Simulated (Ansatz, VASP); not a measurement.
## HfO2 in VASP and in Ansatz

The input INCAR:

```
SYSTEM = HfO2
ALGO     = Normal         ! electronic algorithm
EDIFF    = 1E-7           ! SCF threshold, eV
EDIFFG   = -0.05          ! ionic threshold
ENCUT    = 600            ! plane-wave cutoff, eV
GGA      = PE             ! functional
IBRION   = 2              ! ionic algorithm
ISIF     = 3              ! what is computed and relaxed
ISMEAR   = 0              ! smearing method
LASPH    = .TRUE.         ! aspherical terms in the spheres
LCHARG   = .FALSE.        ! write CHGCAR
LREAL    = .FALSE.        ! projectors in reciprocal space
LWAVE    = .FALSE.        ! write WAVECAR
NELM     = 80             ! most SCF steps
NSW      = 80             ! ionic steps
PREC     = Accurate       ! precision mode
SIGMA    = 0.1            ! smearing width, eV
```

File KPOINTS:

```
k-points
0
G
  8 8 8
  0 0 0
```

File POSCAR:

```
HfO2
1.0
   -1.9711689310      1.9711689310      5.0467248657
    1.9711689310     -1.9711689310      5.0467248657
    1.9711689310      1.9711689310     -5.0467248657
Hf O
2 4
Direct
    0.0000000000      0.0000000000      0.0000000000
    0.7500000000      0.2500000000      0.5000000000
    0.9552981743      0.4552981743      0.5000000000
    0.2052981743      0.2052981743      0.0000000000
    0.5447018257      0.0447018257      0.5000000000
    0.7947018257      0.7947018257      0.0000000000
```

Input for Ansatz:

```yaml
crystal:
  lattice:
    - [-1.971168931, 1.971168931, 5.0467248657]
    - [1.971168931, -1.971168931, 5.0467248657]
    - [1.971168931, 1.971168931, -5.0467248657]
  atoms:
    - { symbol: Hf, position: [0.0, 0.0, 0.0] }
    - { symbol: Hf, position: [0.75, 0.25, 0.5] }
    - { symbol: O, position: [0.9552981743, 0.4552981743, 0.5] }
    - { symbol: O, position: [0.2052981743, 0.2052981743, 0.0] }
    - { symbol: O, position: [0.5447018257, 0.0447018257, 0.5] }
    - { symbol: O, position: [0.7947018257, 0.7947018257, 0.0] }
basis:
  ecutwfc: 420
kpoints:
  mp_grid: { grid: [8, 8, 8] }
hamiltonian:
  xc: pbe
scf:
  occupations: { method: gaussian, width: 0.1 }
output:
  forces: true
  stress: true
  eigenvalues: true
relax:
  adjacent_minimum: "off"
  f_tol: 0.05
  max_steps: 60
  cell: { stress_tol: 0.5 }
```

Alike in both runs: task relaxation of cell and atoms; functional PBE; k mesh 8 × 8 × 8; occupations gaussian, width 0.1 eV; no spin polarisation.

```csv
,VASP,Ansatz
version,VASP 6.6.1,Ansatz 0.2.0
potentials or method,"VASP PAW PBE potentials, release 64 (Hf_pv, O), cutoff 600 eV","scalar-relativistic, plane waves, PAW"
valence electrons in the cell,44,76
```

VASP gave:

| Quantity | Value |
| --- | --- |
| gap on the k mesh at the Fermi level, each at its own relaxed structure (eV) | 4.45 |
| relaxed volume (Å³/atom) | 14.09 |
| relaxed cell length with the largest relative difference (Å) | 5.995 |

Which values does Ansatz return?

gap on the k mesh at the Fermi level, each at its own relaxed structure (eV): 4.42; relaxed volume (Å³/atom): 14.33; relaxed cell length with the largest relative difference (Å): 6.031.

VASP's potentials hold 44 valence electrons a cell and Ansatz's 76, so a difference there can come from the potentials and not from the codes.

Spin-orbit coupling is off throughout.
